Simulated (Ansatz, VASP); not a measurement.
# SnO2: VASP beside Ansatz

```
Sn O
1.0
    -3.29165    3.45940    3.45895
     3.29165   -3.45940    3.45895
     3.29165    3.45940   -3.45895
Sn O
4 8
Direct
  0.50000 0.00000 0.00000
  0.50000 0.50000 0.50000
  0.00360 0.75360 0.25000
  0.99640 0.24640 0.75000
  0.80650 0.80377 0.49728
  0.80650 0.30922 0.00272
  0.30244 0.24594 0.05649
  0.68944 0.24594 0.44350
  0.31056 0.75406 0.55649
  0.19350 0.69078 0.99728
  0.69756 0.75406 0.94351
  0.19350 0.19623 0.50272
```

Alike in both runs: task single point; functional PBEsol; k mesh 6 × 6 × 6; occupations fermi-dirac, width 0.05 eV; no spin polarisation.

```csv
,VASP,Ansatz
version,VASP 6.6.1,Ansatz 0.2.0
potentials or method,"VASP PAW PBE potentials, release 64 (Sn_d, O)",Ansatz PAW
plane-wave cutoff (eV),600,420
valence electrons in the cell,104,104
```

|  | VASP | Ansatz | Ansatz less VASP |
| --- | --- | --- | --- |
| gap on the k mesh at the Fermi level (eV) | 0.12 | 0.13 | +0.007 |
| least direct gap on the mesh (eV) | 0.12 | 0.13 | +0.007 |
| pressure (GPa) | -12.1 | -12.5 | -0.37 |
| traceless stress, the component that is largest in VASP (GPa) | -2.20 | -2.36 | -0.160 |
| rms of the force components (eV/Å) | 0.095 | 0.101 | +0.0062 |

VASP's potentials were made for PBE, not for PBEsol. Atom by atom the forces differ by 0.006 eV/Å (rms over components). With one functional, cell and mesh, what is left measures potentials, basis and numerics.
